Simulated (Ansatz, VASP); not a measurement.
# One calculation of TiO2, two programs

```xyz
9
Lattice="5.7110 0.0000 0.0000 -2.8555 4.9459 0.0000 0.0000 0.0000 6.2728" Properties=species:S:1:pos:R:3 pbc="T T T"
Ti   -1.4278    2.4729    2.0909
Ti    1.4278    2.4729    4.1819
Ti    2.8555    0.0000    0.0000
O     1.0352    3.8949    5.2274
O     2.8555    2.8440    3.1364
O     3.8907    1.0509    1.0455
O     1.8203    1.0509    5.2274
O     0.0000    2.1019    3.1364
O    -1.0352    3.8949    1.0455
```

Alike in both runs: functional r2SCAN; k mesh 6 × 6 × 4; occupations gaussian, width 0.02 eV; no spin polarisation.

Ansatz relaxed the structure, and its values are those at the end. VASP's run is a single point on that final structure, the one shown.

|  | VASP | Ansatz |
| --- | --- | --- |
| version | VASP 6.6.1 | Ansatz 0.2.0 |
| potentials or method | VASP PAW PBE potentials, release 64 (Ti_sv, O), cutoff 520 eV | scalar-relativistic, plane waves, PAW |
| valence electrons in the cell | 72 | 72 |

|  | VASP | Ansatz | Ansatz less VASP |
| --- | --- | --- | --- |
| gap on the k mesh at the Fermi level (eV) | 3.90 | 3.90 | +0.002 |
| least direct gap on the mesh (eV) | 3.98 | 3.99 | +0.002 |
| pressure (GPa) | 0.7 | 0.0 | -0.64 |
| rms of the force components (eV/Å) | 0.022 | 0.004 | -0.0188 |

VASP's potentials were made for PBE, not for r2SCAN.
